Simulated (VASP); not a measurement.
Here is a VASP 6.6.1 calculation.

The input INCAR:

```
ALGO     = Normal         # electronic algorithm
EDIFF    = 1E-6           # SCF threshold, eV
ENCUT    = 500            # plane-wave cutoff, eV
GGA      = PS             # functional
GGA_COMPAT= F            
ISIF     = 2              # what is computed and relaxed
ISMEAR   = 0              # smearing method
LASPH    = T              # aspherical terms in the spheres
LCHARG   = F              # write CHGCAR
LREAL    = F              # projectors in reciprocal space
LWAVE    = F              # write WAVECAR
NBANDS   = 17             # bands
NELM     = 120            # most SCF steps
PREC     = Accurate       # precision mode
SIGMA    = 0.01           # smearing width, eV
```

KPOINTS

```
k-points
0
Gamma
  6 6 6
```

Contents of POSCAR:

```
SnTe
1.0
    0.0000000000      3.7049877839      3.7049877839
    3.7049877839      0.0000000000      3.7049877839
    3.7049877839      3.7049877839      0.0000000000
Sn Te
1 1
Direct
    0.0000000000      0.0000000000      0.0000000000
    0.7500000000      0.7500000000      0.7500000000
```

Potentials or basis: VASP PAW PBE potentials, release 64 (Sn_d, Te).

The run is started by

```sh
$ cat potpaw_PBE.64/Sn_d/POTCAR potpaw_PBE.64/Te/POTCAR > POTCAR
$ mpirun -np 1 vasp_std > vasp.out
```

**Question.** Estimate the band gap on the k mesh.

**Answer.** 0.40 eV (least direct gap 0.84 eV).

**Question.** Predict the pressure.

**Answer.** -2.8 GPa.

Caveat: semilocal functionals underestimate gaps, and a narrow one can read as zero; the PAW data sets were made with another functional, which shifts forces and pressure a little; spin-orbit coupling is left out, which moves the levels of the heavy elements. A k mesh can miss the band edges.
